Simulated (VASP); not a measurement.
# Ta3N (P6_3/mmc) in VASP: notebook

The runs below take Ta3N through single point, relaxation of cell and atoms, with PBE.

Program: VASP 6.6.1. These are calculated values, not measurements. Logs are shortened: lines on timing, memory, paths and dates and some standing lists are left out, and cuts for length are marked.

**1. The cell of the first run**

It takes space group P6_3/mmc (No. 194, hexagonal). Conventional cell: a = 5.580 Å, b = 5.580 Å, c = 4.479 Å, α = 90.00°, β = 90.00°, γ = 120.00°. Ta (site symmetry mm2) has 4 N at 2.76 to 2.79 Å and 8 Ta at 2.76 to 2.80 Å within 3.6 Å. Within 3.6 Å of N (site symmetry -6m2) lie 12 Ta at 2.76 to 2.79 Å.

**2. Single point, PBE**

INCAR

```
PREC = Accurate
ENCUT = 520
EDIFF = 1E-6
ISMEAR = 0
SIGMA = 0.1
LREAL = False
LASPH = True
NELM = 60
ALGO = Normal
ISIF = 2
LWAVE = False
LCHARG = False
GGA = PE
NBANDS = 48
```

KPOINTS

```
Automatic mesh
0
Gamma
  6 6 4
```

POSCAR

```
Ta3N
1.0
    5.5804724955      0.0000000000      0.0000000000
   -2.7902362478      4.8328309462      0.0000000000
    0.0000000000      0.0000000000      4.4791902017
Ta N
6 2
Direct
    0.8330000000      0.6660000000      0.2500000000
    0.1670000000      0.8330000000      0.7500000000
    0.3340000000      0.1670000000      0.2500000000
    0.1670000000      0.3340000000      0.7500000000
    0.8330000000      0.1670000000      0.2500000000
    0.6660000000      0.8330000000      0.7500000000
    0.3333333333      0.6666666667      0.2500000000
    0.6666666667      0.3333333333      0.7500000000
```

Potentials or basis: VASP PAW PBE potentials, release 64 (Ta_pv, N).

On the command line:

```sh
$ cat potpaw_PBE.64/Ta_pv/POTCAR potpaw_PBE.64/N/POTCAR > POTCAR
$ mpirun -np 1 vasp_std > vasp.out
```

OUTCAR:

```text
PREC = Accurate
   ENCUT = 520
   EDIFF = 1E-6
   ISMEAR = 0
   LREAL = False
   LASPH = True
   NELM = 60
   ISIF = 2
   GGA = PE

 ion  position               nearest neighbor table
   1  0.833  0.666  0.250-   2 2.76   2 2.76   6 2.76   6 2.76   3 2.78   5 2.78   3 2.80   5 2.80

   2  0.167  0.833  0.750-   1 2.76   1 2.76   3 2.76   3 2.76   6 2.78   4 2.78   6 2.80   4 2.80

   3  0.334  0.167  0.250-   2 2.76   2 2.76   4 2.76   4 2.76   1 2.78   5 2.78   1 2.80   5 2.80

   4  0.167  0.334  0.750-   5 2.76   5 2.76   3 2.76   3 2.76   6 2.78   2 2.78   6 2.80   2 2.80

   5  0.833  0.167  0.250-   4 2.76   4 2.76   6 2.76   6 2.76   3 2.78   1 2.78   3 2.80   1 2.80

   6  0.666  0.833  0.750-   5 2.76   5 2.76   1 2.76   1 2.76   4 2.78   2 2.78   4 2.80   2 2.80

   7  0.333  0.667  0.250-
   8  0.667  0.333  0.750-

  LATTYP: Found a hexagonal cell.
 ALAT       =     5.5804724955
 C/A-ratio  =     0.8026542923

  Lattice vectors:

 A1 = (   5.5804724955,   0.0000000000,   0.0000000000)
 A2 = (  -2.7902362478,   4.8328309462,   0.0000000000)
 A3 = (   0.0000000000,   0.0000000000,   4.4791902017)

Analysis of symmetry for initial positions (statically):
=====================================================================
 Subroutine PRICEL returns:
 Original cell was already a primitive cell.

 Routine SETGRP: Setting up the symmetry group for a
 hexagonal supercell.

 Subroutine GETGRP returns: Found 24 space group operations
 (whereof 12 operations were pure point group operations)
 out of a pool of 24 trial point group operations.

The static configuration has the point symmetry D_3d.
 The point group associated with its full space group is D_6h.

Analysis of symmetry for dynamics (positions and initial velocities):
=====================================================================
 Subroutine PRICEL returns:
 Original cell was already a primitive cell.

 Routine SETGRP: Setting up the symmetry group for a
 hexagonal supercell.

 Subroutine GETGRP returns: Found 24 space group operations
 (whereof 12 operations were pure point group operations)
 out of a pool of 24 trial point group operations.

The dynamic configuration has the point symmetry D_3d.
 The point group associated with its full space group is D_6h.

 Subroutine INISYM returns: Found 24 space group operations
 (whereof 12 operations are pure point group operations),
 and found     1 'primitive' translations

----------------------------------------------------------------------------------------

                                     Primitive cell

  volume of cell :     120.8014

  direct lattice vectors                    reciprocal lattice vectors
     5.580472495  0.000000000  0.000000000     0.179196296  0.103459030  0.000000000
    -2.790236248  4.832830946  0.000000000     0.000000000  0.206918059  0.000000000
     0.000000000  0.000000000  4.479190202     0.000000000  0.000000000  0.223254641

  length of vectors
     5.580472495  5.580472496  4.479190202     0.206918059  0.206918059  0.223254641

  position of ions in fractional coordinates (direct lattice)
     0.833000000  0.666000000  0.250000000
     0.167000000  0.833000000  0.750000000
     0.334000000  0.167000000  0.250000000
     0.167000000  0.334000000  0.750000000
     0.833000000  0.167000000  0.250000000
     0.666000000  0.833000000  0.750000000
     0.333333333  0.666666667  0.250000000
     0.666666667  0.333333333  0.750000000

  ion indices of the primitive-cell ions
   primitive index   ion index
                 1           1
                 2           2
                 3           3
                 4           4
                 5           5
                 6           6
                 7           7
                 8           8

----------------------------------------------------------------------------------------

 KPOINTS: Automatic mesh

Automatic generation of k-mesh.
 Grid dimensions read from file:
 generate k-points for:    6    6    4

 Generating k-lattice:

  Cartesian coordinates                     Fractional coordinates (reciprocal lattice)
     0.029866049  0.017243172  0.000000000     0.166666667  0.000000000  0.000000000
     0.000000000  0.034486343  0.000000000     0.000000000  0.166666667  0.000000000
     0.000000000  0.000000000  0.055813660     0.000000000  0.000000000  0.250000000

  Length of vectors
     0.034486343  0.034486343  0.055813660

  Shift w.r.t. Gamma in fractional coordinates (k-lattice)
     0.000000000  0.000000000  0.000000000

 Subroutine IBZKPT returns following result:
 ===========================================

 Found     21 irreducible k-points:

 Following reciprocal coordinates:
            Coordinates               Weight
  0.000000  0.000000  0.000000      1.000000
  0.166667 -0.000000  0.000000      6.000000
  0.333333 -0.000000  0.000000      6.000000
  0.500000 -0.000000  0.000000      3.000000
[... 48 lines left out ...]
   GGA     = PE    functional components
   LHFCALC =     F    Hartree Fock is set to
   AEXX    =    0.0000 exact exchange contribution
   IVDW    =     0    specifies the selected vdW correction
   LEPSILON=     F    determine dielectric tensor
   LRPA    =     F    only Hartree local field effects (RPA)
 non-spin polarized calculation
 Gauss-broadening in eV      SIGMA  =   0.10
  energy-cutoff  :      520.00
  volume of cell :      120.80
 maximum number of plane-waves:      3272
 NGX is ok and might be reduce to    42
   NGX = 21   NGY = 21   NGZ = 17

 number of electron      76.0000000 magnetization

 Free energy of the ion-electron system (eV)
  ---------------------------------------------------
  ext. energy  EPLUGINS =         0.00000000
  ---------------------------------------------------
  free energy    TOTEN  =       -79.59837694 eV

  energy without entropy =      -79.54522653  energy(sigma->0) =      -79.57180174

 E-fermi :   6.1364     XC(G=0): -12.6138

 val. band max:        6.1260823768   @ k =   0.3333  -0.0000   0.2500
 cond. band min:       6.1367413594   @ k =   0.1667   0.1667   0.2500
 fundamental gap:      0.0106589826
 Fermi energy:         6.1364208501

 k-point     1 :       0.0000    0.0000    0.0000
  band No.  band energies     occupation
      1     -28.7900      2.00000
      2     -28.6291      2.00000
      3     -28.4415      2.00000
      4     -28.3499      2.00000
      5     -28.3499      2.00000
      6     -28.2279      2.00000
[... 40 lines left out ...]
     47       9.7646      0.00000
     48      10.1965      0.00000

 k-point     2 :       0.1667   -0.0000    0.0000
  band No.  band energies     occupation
      1     -28.7228      2.00000
      2     -28.6116      2.00000
      3     -28.3889      2.00000
      4     -28.3430      2.00000
      5     -28.3221      2.00000
      6     -28.2096      2.00000
[... 40 lines left out ...]
     47       9.8849      0.00000
     48       9.9305      0.00000

 k-point     3 :       0.3333   -0.0000    0.0000
  band No.  band energies     occupation
      1     -28.5712      2.00000
      2     -28.5685      2.00000
      3     -28.3494      2.00000
      4     -28.2570      2.00000
      5     -28.2413      2.00000
      6     -28.1802      2.00000
[... 40 lines left out ...]
     47       9.1721      0.00000
     48       9.4637      0.00000

 k-point     4 :       0.5000   -0.0000    0.0000
  band No.  band energies     occupation
      1     -28.5468      2.00000
      2     -28.4873      2.00000
      3     -28.3451      2.00000
      4     -28.2074      2.00000
      5     -28.1651      2.00000
      6     -28.1434      2.00000
[... 805 lines left out ...]
     47       9.3903      0.00000
     48       9.4215      0.00000

 k-point    20 :       0.3333    0.1667    0.5000
  band No.  band energies     occupation
      1     -28.5426      2.00000
      2     -28.5426      2.00000
      3     -28.4104      2.00000
      4     -28.4104      2.00000
      5     -28.2868      2.00000
      6     -28.2868      2.00000
[... 40 lines left out ...]
     47       8.7091      0.00000
     48       8.7091      0.00000

 k-point    21 :       0.3333    0.3333    0.5000
  band No.  band energies     occupation
      1     -28.4751      2.00000
      2     -28.4751      2.00000
      3     -28.3931      2.00000
      4     -28.3931      2.00000
      5     -28.3138      2.00000
      6     -28.3138      2.00000
[... 40 lines left out ...]
     47       8.5372      0.00000
     48       8.5372      0.00000

------------------------ aborting loop because EDIFF is reached ----------------------------------------

  FORCE on cell =-STRESS in cart. coord.  units (eV):
  Direction    XX          YY          ZZ          XY          YZ          ZX
  --------------------------------------------------------------------------------------
  -------------------------------------------------------------------------------------
  Total        1.2352439      1.2352439     10.2062094     -0.0000000      0.0000000      0.0000000
  in kB       16.3829162     16.3829162    135.3639373     -0.0000000      0.0000000      0.0000000
  external PRESSURE =      56.0432565 kB  Pullay stress =       0.0000000 kB

 VOLUME and BASIS-vectors are now :
 -----------------------------------------------------------------------------
  energy-cutoff  :      520.00
  volume of cell :      120.80
      direct lattice vectors                 reciprocal lattice vectors
     5.580472495  0.000000000  0.000000000     0.179196296  0.103459030  0.000000000
    -2.790236248  4.832830946  0.000000000     0.000000000  0.206918059  0.000000000
     0.000000000  0.000000000  4.479190202     0.000000000  0.000000000  0.223254641

 POSITION                                       TOTAL-FORCE (eV/Angst)
 -----------------------------------------------------------------------------------
      2.79024      3.21867      1.11980         0.000000     -0.074295      0.000000
     -1.39233      4.02575      3.35939         0.064342     -0.037148      0.000000
      1.39791      0.80708      1.11980         0.064342      0.037148      0.000000
     -0.00000      1.61417      3.35939        -0.000000      0.074295     -0.000000
      4.18256      0.80708      1.11980        -0.064342      0.037148      0.000000
      1.39233      4.02575      3.35939        -0.064342     -0.037148     -0.000000
     -0.00000      3.22189      1.11980         0.000000      0.000000      0.000000
      2.79024      1.61094      3.35939         0.000000      0.000000      0.000000
 -----------------------------------------------------------------------------------
    total drift:                               -0.000000      0.000000     -0.000000

  FREE ENERGIE OF THE ION-ELECTRON SYSTEM (eV)
  ---------------------------------------------------
  free  energy   TOTEN  =       -79.5983769448 eV

  energy  without entropy=      -79.5452265306  energy(sigma->0) =      -79.57180174
```

Wall time 2.8 min (1 thread of Intel Xeon Platinum 8375C at 2.90GHz (Ice Lake), shared host); peak memory 0.28 GiB.

Results:

- Free energy: -79.5984 eV
- Pressure: 5.6 GPa
- Largest force: 0.074 eV/Å
- Band gap on the k mesh: zero (bands 38 and 39 overlap by 0.90 eV)

Forces in eV/Å, atoms in the order of the input:
```
Ta   0.000 -0.074  0.000
Ta   0.064 -0.037  0.000
Ta   0.064  0.037  0.000
Ta   0.000  0.074  0.000
Ta  -0.064  0.037  0.000
Ta  -0.064 -0.037  0.000
N    0.000  0.000  0.000
N    0.000  0.000  0.000
```

Caveat: the cell stands under pressure; spin-orbit coupling is left out, which moves the levels of the heavy elements.

**3. Single point, PBE**

This run uses another cell than the first one, of 15.53 Å³/atom.

INCAR

```
PREC     = Accurate       # precision mode
ENCUT    = 520            # plane-wave cutoff, eV
EDIFF    = 1E-6           # SCF threshold, eV
ISMEAR   = 0              # smearing method
SIGMA    = 0.1            # smearing width, eV
LREAL    = F              # projectors in reciprocal space
LASPH    = T              # aspherical terms in the spheres
NELM     = 60             # most SCF steps
ALGO     = Normal         # electronic algorithm
ISIF     = 2              # what is computed and relaxed
LWAVE    = F              # write WAVECAR
LCHARG   = F              # write CHGCAR
GGA      = PE             # functional
NBANDS   = 48             # bands
```

KPOINTS

```
regular mesh
0
Gamma
  6 6 4
```

POSCAR

```
Ta3N
1.0
    5.4598935756      0.0000000000      0.0000000000
   -2.7299467878      4.7284065384      0.0000000000
    0.0000000000      0.0000000000      4.8111851704
Ta N
6 2
Direct
    0.8341249629      0.6682499259      0.2500000000
    0.1658750371      0.8341249629      0.7500000000
    0.3317500741      0.1658750371      0.2500000000
    0.1658750371      0.3317500741      0.7500000000
    0.8341249629      0.1658750371      0.2500000000
    0.6682499259      0.8341249629      0.7500000000
    0.3333333333      0.6666666667      0.2500000000
    0.6666666667      0.3333333333      0.7500000000
```

Potentials or basis: VASP PAW PBE potentials, release 64 (Ta_pv, N).

On the command line:

```sh
$ cat potpaw_PBE.64/Ta_pv/POTCAR potpaw_PBE.64/N/POTCAR > POTCAR
$ mpirun -np 1 vasp_std > vasp.out
```

Wall time 3.8 min (1 thread of Intel Xeon Platinum 8375C at 2.90GHz (Ice Lake), shared host); peak memory 0.29 GiB.

Results (log left out):

- Free energy: -79.9787 eV
- Pressure: 0.5 GPa
- Largest force: 0.018 eV/Å
- Band gap on the k mesh: zero (bands 38 and 39 overlap by 1.00 eV)

Forces on the atoms (eV/Å):
```
Ta   0.000 -0.018  0.000
Ta   0.015 -0.009  0.000
Ta   0.015  0.009  0.000
Ta   0.000  0.018  0.000
Ta  -0.015  0.009  0.000
Ta  -0.015 -0.009  0.000
N    0.000  0.000  0.000
N    0.000  0.000  0.000
```

Stress tensor (GPa, compression positive):
```
0.52 0.00 0.00
0.00 0.52 0.00
0.00 0.00 0.39
```

Levels at points of the mesh, in eV from the Fermi level:
```csv
k point,band 35,band 36,band 37,band 38,band 39,band 40,band 41,band 42
"(0.00, 0.00, 0.00)",-1.86,-1.86,-0.22,0.07,0.07,0.69,0.71,1.49
"(0.50, 0.00, 0.00)",-0.46,-0.34,-0.23,0.22,0.30,0.41,0.55,0.82
"(0.00, 0.00, 0.50)",-1.61,-1.61,-1.61,-1.61,-0.45,-0.45,2.28,2.28
"(0.50, 0.00, 0.50)",-0.30,-0.30,-0.18,-0.18,0.41,0.41,1.13,1.13
```

Caveat: spin-orbit coupling is left out, which moves the levels of the heavy elements.

**4. Relaxation of cell and atoms, PBE**

INCAR

```
SYSTEM = Ta3N
PREC = Accurate
ENCUT = 600
EDIFF = 1E-7
ISMEAR = 0
SIGMA = 0.1
LREAL = .False.
LASPH = .True.
NELM = 60
ALGO = Normal
ISIF = 3
LWAVE = .False.
LCHARG = .False.
GGA = PE
IBRION = 2
NSW = 90
EDIFFG = -0.04
```

KPOINTS

```
Automatic mesh
0
Gamma
  6 6 4
  0 0 0
```

POSCAR

```
Ta3N
1.0
    5.5804724955      0.0000000000      0.0000000000
   -2.7902362478      4.8328309462      0.0000000000
    0.0000000000      0.0000000000      4.4791902017
Ta N
6 2
Direct
    0.8330000000      0.6660000000      0.2500000000
    0.1670000000      0.8330000000      0.7500000000
    0.3340000000      0.1670000000      0.2500000000
    0.1670000000      0.3340000000      0.7500000000
    0.8330000000      0.1670000000      0.2500000000
    0.6660000000      0.8330000000      0.7500000000
    0.3333333333      0.6666666667      0.2500000000
    0.6666666667      0.3333333333      0.7500000000
```

On the command line:

```sh
$ cat potpaw_PBE.64/Ta_pv/POTCAR potpaw_PBE.64/N/POTCAR > POTCAR
$ mpirun -np 1 vasp_std > vasp.out
```

It took 16 min on 1 thread of Intel Xeon Platinum 8375C at 2.90GHz (Ice Lake), shared host; peak memory 0.36 GiB.

The run converged. Its results:

| Quantity | Value |
| --- | --- |
| Free energy | -79.9828 eV |
| Relaxed volume | 15.56 Å³/atom |
| Relaxed cell | a = 5.466 Å, b = 5.466 Å, c = 4.812 Å, α = 90.00°, β = 90.00°, γ = 120.00° |
| Space group after relaxing (to 0.1 Å) | P6_3/mmc (No. 194) |
| Energy gained by relaxing | 47.4 meV/atom |
| Ionic steps | 7 |
| Pressure after relaxing | 0.0 GPa |
| Band gap on the k mesh | zero (bands 38 and 39 overlap by 1.00 eV) |

Step by step:
| step | energy change (eV) | largest force (eV/Å) | pressure (GPa) | volume (Å³) |
| --- | --- | --- | --- | --- |
| 1 | 0.0000 | 0.0738 | 5.57 | 120.80 |
| 2 | -0.1722 | 0.4363 | -7.17 | 130.10 |
| 3 | -0.2195 | 0.2929 | -3.41 | 127.12 |
| 4 | -0.3755 | 0.0746 | -1.18 | 125.34 |
| 5 | -0.3759 | 0.0605 | -1.06 | 125.26 |
| 6 | -0.3743 | 0.0740 | 1.35 | 123.61 |
| 7 | -0.3789 | 0.0015 | 0.00 | 124.52 |

Final structure:
```
CELL_PARAMETERS angstrom
5.46602 0.00000 0.00000
-2.73301 4.73371 0.00000
0.00000 0.00000 4.81245
ATOMIC_POSITIONS crystal
Ta 0.83409 0.66818 0.25000
Ta 0.16591 0.83409 0.75000
Ta 0.33182 0.16591 0.25000
Ta 0.16591 0.33182 0.75000
Ta 0.83409 0.16591 0.25000
Ta 0.66818 0.83409 0.75000
N 0.33333 0.66667 0.25000
N 0.66667 0.33333 0.75000
```

Levels at points of the mesh, in eV from the Fermi level:
| k point | band 36 | band 37 | band 38 | band 39 | band 40 | band 41 |
| --- | --- | --- | --- | --- | --- | --- |
| (0.00, 0.00, 0.00) | -1.85 | -0.22 | 0.07 | 0.07 | 0.69 | 0.71 |
| (0.50, 0.00, 0.00) | -0.35 | -0.23 | 0.22 | 0.31 | 0.41 | 0.55 |
| (0.00, 0.00, 0.50) | -1.60 | -1.60 | -1.60 | -0.46 | -0.46 | 2.29 |
| (0.50, 0.00, 0.50) | -0.30 | -0.17 | -0.17 | 0.41 | 0.41 | 1.12 |

Caveat: spin-orbit coupling is left out, which moves the levels of the heavy elements.

**5. The runs side by side**

| task | cell | cutoff (eV) | gap on the mesh (eV) | pressure (GPa) | largest force (eV/Å) |
| --- | --- | --- | --- | --- | --- |
| single point | a = 5.580, b = 5.580, c = 4.479 Å, angles 90.0, 90.0, 120.0°, 8 atoms | 520 | none | 5.6 | 0.07 |
| single point | a = 5.460, b = 5.460, c = 4.811 Å, angles 90.0, 90.0, 120.0°, 8 atoms | 520 | none | 0.5 | 0.02 |
| relaxation of cell and atoms | relaxed from a = 5.580, b = 5.580, c = 4.479 Å, angles 90.0, 90.0, 120.0°, 8 atoms | 600 | none | 0.0 | - |

Alike in all rows: level PBE; potentials or basis VASP PAW PBE potentials, release 64 (Ta_pv, N); no spin polarisation; k mesh 6 × 6 × 4; smearing gaussian 0.1 eV.

Caveats: spin-orbit coupling is left out, which moves the levels of the heavy elements; the cell stands under pressure (at least some runs).

Total energies depend on the potentials used, so only differences within one code and one set of settings carry meaning.
